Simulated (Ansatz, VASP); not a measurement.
# Two plane-wave programs on CaPtSe2

```
Ca Pt Se
1.0
     4.14405    0.00000    0.00000
    -2.07203    3.58885    0.00000
     0.00000    0.00000   12.10890
Ca Pt Se
2 2 4
Direct
  0.66667 0.33333 0.36468
  0.33333 0.66667 0.86468
  0.66667 0.33333 0.10303
  0.33333 0.66667 0.60303
  0.00000 0.00000 0.01299
  0.33333 0.66667 0.21272
  0.00000 0.00000 0.51299
  0.66667 0.33333 0.71272
```

Alike in both runs: functional PBE; k mesh 12 × 12 × 4; occupations gaussian, width 0.1 eV; no spin polarisation.

Ansatz relaxed the structure, and its values are those at the end. VASP's run is a single point on that final structure, the one shown.

|  | VASP | Ansatz |
| --- | --- | --- |
| version | VASP 6.6.1 | Ansatz 0.2.0 |
| potentials or method | VASP PAW PBE potentials, release 64 (Ca_sv, Pt, Se), cutoff 520 eV | scalar-relativistic, plane waves, PAW |
| valence electrons in the cell | 64 | 120 |

Ansatz gave:

- gap on the k mesh at the Fermi level (eV): none
- pressure (GPa): 0.0
- rms of the force components (eV/Å): 0.001

**Question.** What did VASP give for the same quantities?

**Answer.** gap on the k mesh at the Fermi level (eV): none; pressure (GPa): 0.1; rms of the force components (eV/Å): 0.006.

A gap of «none» marks a metal or a gap that the smearing closes. VASP's potentials hold 64 valence electrons a cell and Ansatz's 120, so a difference there can come from the potentials and not from the codes.

Neither program's run includes spin-orbit coupling.
